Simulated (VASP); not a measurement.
Runs of VASP 6.6.1 on NiMoIrPdW. The structure is that of space group P3m1 (No. 156), or close to it. The cells are those of the table. 

```tsv
level	cell	k mesh	gap on the mesh (eV)	pressure (GPa)	moment (μB)	largest force (eV/Å)
RPBE	a = 4.169, b = 4.169, c = 5.467 Å, angles 90.0, 90.0, 120.0°, 5 atoms	5 × 5 × 4	none	(b)	0.00	0.04
PBE+D3(BJ)	a = 4.116, b = 4.116, c = 5.384 Å, angles 90.0, 90.0, 120.0°, 5 atoms	5 × 5 × 4	none	(a)	0.00	0.04
r2SCAN+D4	a = 4.104, b = 4.104, c = 5.381 Å, angles 90.0, 90.0, 120.0°, 5 atoms	5 × 5 × 4	none	1.1	0.00	0.10
PBEsol	a = 4.147, b = 4.147, c = 5.416 Å, angles 90.0, 90.0, 120.0°, 5 atoms	7 × 7 × 5	none	-7.7	0.00	0.16
BLYP	a = 4.147, b = 4.147, c = 5.416 Å, angles 90.0, 90.0, 120.0°, 5 atoms	7 × 7 × 5	none	10.7	0.00	0.37
PBE	a = 4.147, b = 4.147, c = 5.416 Å, angles 90.0, 90.0, 120.0°, 5 atoms	4 × 4 × 2	none	1.1	0.00	0.68
BLYP	a = 4.147, b = 4.147, c = 5.416 Å, angles 90.0, 90.0, 120.0°, 5 atoms	5 × 5 × 4	none	(c)	0.00	0.36
PBE	a = 4.228, b = 4.228, c = 5.523 Å, angles 90.0, 90.0, 120.0°, 5 atoms	5 × 5 × 4	none	-11.4	0.00	0.74
PBE+D3(BJ)	a = 4.147, b = 4.147, c = 5.416 Å, angles 90.0, 90.0, 120.0°, 5 atoms	5 × 5 × 4	none	(d)	0.00	0.15
PBEsol	a = 4.100, b = 4.100, c = 5.287 Å, angles 90.0, 90.0, 120.0°, 5 atoms	4 × 4 × 3	none	0.4	0.00	0.03
```

Alike in all rows: task single point; potentials or basis VASP PAW PBE potentials, release 64 (Ni, Mo_sv, Pd, Ir, W_sv); spin collinear, ferromagnetic start; cutoff (eV) 520; smearing fermi-dirac 0.05 eV.

Problem. Estimate the missing entries.

Solution. (a) -1.0; (b) 0.2; (c) 10.8; (d) -5.4.

Caveats: some runs use coarse meshes; spin-orbit coupling is left out, which moves the levels of the heavy elements; the PAW data sets were made with another functional, which shifts forces and pressure a little (some runs); pairwise dispersion overbinds metals, which lowers pressure and volume (some runs); three body term missing (some runs).

A k mesh can miss the band edges, and the runs leave out spin-orbit coupling on Ir, Mo, Pd, W.

A gap of «none» marks levels without a gap at the run's occupations.
